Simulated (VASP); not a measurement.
Here is a VASP 6.6.1 calculation.

Contents of POSCAR:

```
GaN
1.0
    0.0000000000      2.1352350000      2.1352350000
    2.1352350000      0.0000000000      2.1352350000
    2.1352350000      2.1352350000      0.0000000000
Ga N
1 1
Direct
   -0.0878123485     -0.0878123485      0.0878123485
    0.5000000000      0.5000000000      0.5000000000
```

File INCAR.step1:

```
SYSTEM = GaN
  PREC = Accurate
  ENCUT = 1460
  ISMEAR = 0
  SIGMA = 0.05
  LREAL = .FALSE.
  LASPH = .TRUE.
  NELM = 120
  NBANDS = 16
  GGA = PE
  ALGO = Normal
  EDIFF = 1E-5
  LWAVE = .TRUE.
  LCHARG = .FALSE.
  GGA_COMPAT = .FALSE.
```

INCAR.step2

```
SYSTEM = GaN
  PREC = Accurate
  ENCUT = 1460
  EDIFF = 1E-6
  ISMEAR = 0
  SIGMA = 0.05
  LREAL = .FALSE.
  LASPH = .TRUE.
  NELM = 120
  ALGO = Normal
  ISIF = 2
  LWAVE = .FALSE.
  LCHARG = .FALSE.
  METAGGA = R2SCAN
  LMIXTAU = .TRUE.
  NBANDS = 16
  ISTART = 1
  GGA_COMPAT = .FALSE.
```

KPOINTS

```
regular mesh
0
G
  12 12 12
  0 0 0
```

Potentials or basis: VASP PAW PBE potentials, release 64 (Ga_d, N_h).

Launch:

```console
$ cat potpaw_PBE.64/Ga_d/POTCAR potpaw_PBE.64/N_h/POTCAR > POTCAR
$ cp INCAR.step1 INCAR
$ mpirun -np 1 vasp_std > vasp.out
$ cp INCAR.step2 INCAR
$ mpirun -np 1 vasp_std > vasp.out
```

Task: Predict the band gap on the k mesh.

Result: 0.96 eV (least direct gap 2.58 eV).

Task: Predict the largest force.

Result: 3.531 eV/Å.

Task: Predict the pressure.

Result: 11.2 GPa.

Forces on the atoms (eV/Å):
```
Ga   0.000  0.000  3.531
N    0.000  0.000 -3.531
```

Caveat: the cell differs from its parent crystal (all Ga atoms moved +0.375 Å, as atom 1 towards its neighbour atom 2 (N) at 2.135 Å); the stress differs along the axes, from -11 to 56 GPa; the PAW data sets were made with another functional, which shifts forces and pressure a little. A k mesh can miss the band edges.
